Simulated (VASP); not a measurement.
# Pb (R-3) in VASP: single point with PBE

Aim: the single point of Pb with PBE.

Everything below comes from runs of VASP 6.6.1. Logs are shortened: lines on timing, memory, paths and dates and some standing lists are left out, and cuts for length are marked.

### 1 The cell of the first run

The structure is trigonal, space group R-3 (No. 148). The conventional cell has a = 11.972 Å, b = 11.972 Å, c = 4.698 Å, α = 90.00°, β = 90.00°, γ = 120.00°. Within 3.0 Å of Pb (site symmetry 1) lie 2 Pb at 2.30 Å.

### 2 Single point, PBE

INCAR reads:

```
SYSTEM = Pb
ALGO = Fast ; EDIFF = 1E-7
ENCUT = 520 ; GGA = PE
ISIF = 2 ; ISMEAR = 0
LASPH = .True. ; LCHARG = .True.
LELF = .True. ; LREAL = .False.
LVHAR = .True. ; LWAVE = .False.
NBANDS = 51 ; NELM = 100
PREC = Accurate ; SIGMA = 0.1
```

KPOINTS reads:

```
k-points
0
Gamma
  6 6 6
  0 0 0
```

POSCAR reads:

```
Pb
1.0
    5.9859652469      3.4559986466      1.5660810451
   -5.9859652469      3.4559986466      1.5660810451
    0.0000000000     -6.9119972932      1.5660810451
Pb
6
Direct
    0.5845000000      0.3510000000      0.2465000000
    0.2465000000      0.5845000000      0.3510000000
    0.3510000000      0.2465000000      0.5845000000
    0.4155000000      0.6490000000      0.7535000000
    0.7535000000      0.4155000000      0.6490000000
    0.6490000000      0.7535000000      0.4155000000
```

Potentials or basis: VASP PAW PBE potentials, release 64 (Pb_d).

Launch:

```console
$ cat potpaw_PBE.64/Pb_d/POTCAR > POTCAR
$ mpirun -np 1 vasp_std > vasp.out
```

OUTCAR:

```text
SYSTEM = Pb
   EDIFF = 1E-7
   ENCUT = 520
   GGA = PE
   ISIF = 2
   ISMEAR = 0
   LASPH = .True.
   LREAL = .False.
   NELM = 100
   PREC = Accurate

 ion  position               nearest neighbor table
   1  0.584  0.351  0.246-   5 2.30   6 2.30   3 3.59   2 3.59   3 3.83   2 3.83   4 3.86   4 4.11

   2  0.246  0.584  0.351-   4 2.30   6 2.30   3 3.59   1 3.59   1 3.83   3 3.83   5 3.86   5 4.11

   3  0.351  0.246  0.584-   5 2.30   4 2.30   1 3.59   2 3.59   1 3.83   2 3.83   6 3.86   6 4.11

   4  0.416  0.649  0.754-   2 2.30   3 2.30   6 3.59   5 3.59   6 3.83   5 3.83   1 3.86   1 4.11

   5  0.754  0.416  0.649-   1 2.30   3 2.30   6 3.59   4 3.59   4 3.83   6 3.83   2 3.86   2 4.11

   6  0.649  0.754  0.416-   2 2.30   1 2.30   4 3.59   5 3.59   4 3.83   5 3.83   3 3.86   3 4.11

  LATTYP: Found a trigonal (rhomboedric) cell.
 ALAT       =     7.0871938327
 COS(alpha) =    -0.4267561602

  Lattice vectors:

 A1 = (   5.9859652469,   3.4559986466,   1.5660810451)
 A2 = (  -5.9859652469,   3.4559986466,   1.5660810451)
 A3 = (   0.0000000000,  -6.9119972932,   1.5660810451)

Analysis of symmetry for initial positions (statically):
=====================================================================
 Subroutine PRICEL returns:
 Original cell was already a primitive cell.

 Routine SETGRP: Setting up the symmetry group for a
 trigonal (rhombohedral) supercell.

 Subroutine GETGRP returns: Found  6 space group operations
 (whereof  6 operations were pure point group operations)
 out of a pool of 12 trial point group operations.

The static configuration has the point symmetry S_6 .

Analysis of symmetry for dynamics (positions and initial velocities):
=====================================================================
 Subroutine PRICEL returns:
 Original cell was already a primitive cell.

 Routine SETGRP: Setting up the symmetry group for a
 trigonal (rhombohedral) supercell.

 Subroutine GETGRP returns: Found  6 space group operations
 (whereof  6 operations were pure point group operations)
 out of a pool of 12 trial point group operations.

The dynamic configuration has the point symmetry S_6 .

 Subroutine INISYM returns: Found  6 space group operations
 (whereof  6 operations are pure point group operations),
 and found     1 'primitive' translations

[... 101 lines left out ...]
   NELM   =    100;   NELMIN=  2; NELMDL= -5     # of ELM steps
   EDIFF  = 0.1E-06   stopping-criterion for ELM
   LREAL  =      F    real-space projection
   EDIFFG = 0.1E-05   stopping-criterion for IOM
   NSW    =      0    number of steps for IOM
   IBRION =     -1    ionic relax: 0-MD 1-quasi-New 2-CG
   NFREE  =      0    steps in history (QN), initial steepest desc. (CG)
   ISIF   =      2    stress and relaxation
   ISYM   =      2    0-nonsym 1-usesym 2-fastsym
   POTIM  = 0.5000    time-step for ionic-motion
   TEBEG  =    0.0;   TEEND  =   0.0 temperature during run
   PSTRESS=    0.0 pullay stress
   NELECT =      84.0000    total number of electrons
   NUPDOWN=      -1.0000    fix difference up-down
   EMIN   =  10.00;   EMAX   =-10.00  energy-range for DOS
   EFERMI =   0.00;   METHOD = LEGACY
   ISMEAR =     0;   SIGMA  =   0.10  broadening in eV -4-tet -1-fermi 0-gaus
   EFERMI_NEDOS =   21; number of points for ismear=-14 and -15
   IALGO  =     68    algorithm
   IMIX   =      4    mixing-type and parameters
     AMIX     =   0.40;   BMIX     =  1.00
     AMIX_MAG =   1.60;   BMIX_MAG =  1.00
  volume/ion in A,a.u.               =      32.40       218.63
  Fermi-wavevector in a.u.,A,eV,Ry     =   1.237685  2.338886 20.842282  1.531865
  Thomas-Fermi vector in A             =   2.372242
   LORBIT       =      0    0 simple, 1 ext, 2 COOP (PROOUT), +10 PAW based schemes
   GGA     = PE    functional components
   LHFCALC =     F    Hartree Fock is set to
   AEXX    =    0.0000 exact exchange contribution
   IVDW    =     0    specifies the selected vdW correction
   LEPSILON=     F    determine dielectric tensor
   LRPA    =     F    only Hartree local field effects (RPA)
 non-spin polarized calculation
 RMM-DIIS sequential band-by-band and
 Gauss-broadening in eV      SIGMA  =   0.10
  energy-cutoff  :      520.00
  volume of cell :      194.39
 maximum number of plane-waves:      5265
 NGX is ok and might be reduce to    54
   NGX = 27   NGY = 27   NGZ = 27

 number of electron      84.0000010 magnetization

 Free energy of the ion-electron system (eV)
  ---------------------------------------------------
  ext. energy  EPLUGINS =         0.00000000
  ---------------------------------------------------
  free energy    TOTEN  =        -2.72859674 eV

  energy without entropy =       -2.70991952  energy(sigma->0) =       -2.71925813

 E-fermi :   6.3178     XC(G=0):  -9.4798

 val. band max:        6.3177601655   @ k =   0.3333   0.3333   0.1667
 cond. band min:       6.3297549565   @ k =   0.5000   0.0000   0.0000
 fundamental gap:      0.0119947910
 Fermi energy:         6.3177993242

 k-point     1 :       0.0000    0.0000    0.0000
  band No.  band energies     occupation
      1     -13.5315      2.00000
      2     -13.3313      2.00000
      3     -13.3313      2.00000
      4     -12.8424      2.00000
      5     -12.8424      2.00000
      6     -12.6555      2.00000
[... 1285 lines left out ...]
     50      11.2419      0.00000
     51      12.0860      0.00000

 [... further k-points ...]

------------------------ aborting loop because EDIFF is reached ----------------------------------------

  FORCE on cell =-STRESS in cart. coord.  units (eV):
  Direction    XX          YY          ZZ          XY          YZ          ZX
  --------------------------------------------------------------------------------------
  -------------------------------------------------------------------------------------
  Total       64.6926194     64.6926194     27.0633825      0.0000005      0.0000000     -0.0000000
  in kB      533.2023807    533.2023807    223.0588297      0.0000044      0.0000000     -0.0000000
  external PRESSURE =     429.8211970 kB  Pullay stress =       0.0000000 kB

 VOLUME and BASIS-vectors are now :
 -----------------------------------------------------------------------------
  energy-cutoff  :      520.00
  volume of cell :      194.39
      direct lattice vectors                 reciprocal lattice vectors
     5.985965247  3.455998647  1.566081045     0.083528717  0.048225328  0.212845519
    -5.985965247  3.455998647  1.566081045    -0.083528717  0.048225328  0.212845519
     0.000000000 -6.911997293  1.566081045     0.000000000 -0.096450655  0.212845519

 POSITION                                       TOTAL-FORCE (eV/Angst)
 -----------------------------------------------------------------------------------
      1.39772      1.52928      1.85111         7.143096      7.792309     -9.194210
     -2.02326      0.44582      1.85111       -10.319886      2.289948     -9.194210
      0.62553     -1.97510      1.85111         3.176790    -10.082257     -9.194210
     -1.39772     -1.52928      2.84714        -7.143096     -7.792309      9.194210
      2.02326     -0.44582      2.84714        10.319886     -2.289948      9.194210
     -0.62553      1.97510      2.84714        -3.176790     10.082257      9.194210
 -----------------------------------------------------------------------------------
    total drift:                               -0.000000     -0.000000      0.000000

  FREE ENERGIE OF THE ION-ELECTRON SYSTEM (eV)
  ---------------------------------------------------
  free  energy   TOTEN  =        -2.7285967375 eV

  energy  without entropy=       -2.7099195242  energy(sigma->0) =       -2.71925813
```

OSZICAR:

```text
N       E                     dE             d eps       ncg     rms          rms(c)
DAV:   1     0.114985421806E+04    0.11499E+04   -0.41279E+04  4080   0.200E+03
[... 20 lines left out ...]
RMM:  22    -0.272859747809E+01    0.40196E-05   -0.36393E-06  4964   0.160E-02    0.256E-03
RMM:  23    -0.272859661836E+01    0.85973E-06   -0.18598E-06  5455   0.874E-03    0.661E-04
RMM:  24    -0.272859644086E+01    0.17750E-06   -0.35762E-07  2835   0.560E-03    0.155E-03
RMM:  25    -0.272859601989E+01    0.42097E-06   -0.18886E-07  2443   0.288E-03    0.280E-03
RMM:  26    -0.272859613737E+01   -0.11749E-06   -0.68046E-08  2341   0.279E-03    0.227E-03
RMM:  27    -0.272859667794E+01   -0.54056E-06   -0.56315E-08  2355   0.226E-03    0.823E-04
RMM:  28    -0.272859673754E+01   -0.59597E-07   -0.18437E-08  2376   0.930E-04
   1 F= -.27285967E+01 E0= -.27192581E+01  d E =-.186772E-01
```

It took 16 min on 1 thread of Intel Xeon 6975P-C (Granite Rapids), shared host; peak memory 0.54 GiB.

What came out:

* Free energy: -2.7286 eV
* Pressure: 43.0 GPa
* Largest force: 14.010 eV/Å
* Band gap on the k mesh: zero (bands 42 and 43 overlap by 1.27 eV)

Forces on the atoms (eV/Å):
```
Pb    7.143   7.792  -9.194
Pb  -10.320   2.290  -9.194
Pb    3.177 -10.082  -9.194
Pb   -7.143  -7.792   9.194
Pb   10.320  -2.290   9.194
Pb   -3.177  10.082   9.194
```

Stress tensor (GPa, compression positive):
```
53.32  0.00  0.00
 0.00 53.32  0.00
 0.00  0.00 22.31
```

Caveat: the cell stands under pressure; spin-orbit coupling is left out, which moves the levels of the heavy elements; forces of over 1 eV/Å act on the atoms, so gaps and moduli don't describe the material at rest.
